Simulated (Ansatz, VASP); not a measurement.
**Ge in VASP and in Ansatz**

```
Ge
1.0
    -2.49590    2.65086    1.43695
     2.49590   -2.65086    1.43695
     2.49590    2.65086   -1.43695
Ge
2
Direct
  0.18594 0.93594 0.25000
  0.81406 0.06406 0.75000
```

Alike in both runs: task single point; functional PBEsol; k mesh 6 × 6 × 6; occupations gaussian, width 0.1 eV; no spin polarisation.

```csv
,VASP,Ansatz
version,VASP 6.6.1,Ansatz 0.2.0
potentials or method,"VASP PAW PBE potentials, release 64 (Ge_d)","scalar-relativistic, plane waves, PAW"
plane-wave cutoff (eV),520,420
valence electrons in the cell,28,28
```

|  | VASP | Ansatz | Ansatz less VASP |
| --- | --- | --- | --- |
| gap on the k mesh at the Fermi level (eV) | none | none | - |
| pressure (GPa) | -1.9 | -1.8 | +0.08 |
| traceless stress, the component that is largest in VASP (GPa) | 4.36 | 4.37 | +0.012 |
| rms of the force components (eV/Å) | 0.012 | 0.012 | -0.0002 |

VASP's potentials were made for PBE, not for PBEsol. Atom by atom the forces differ by 0.000 eV/Å (rms over components). A gap of «none» marks a metal or a gap that the smearing closes.

The k mesh is coarse, so the values compare programs but aren't converged.
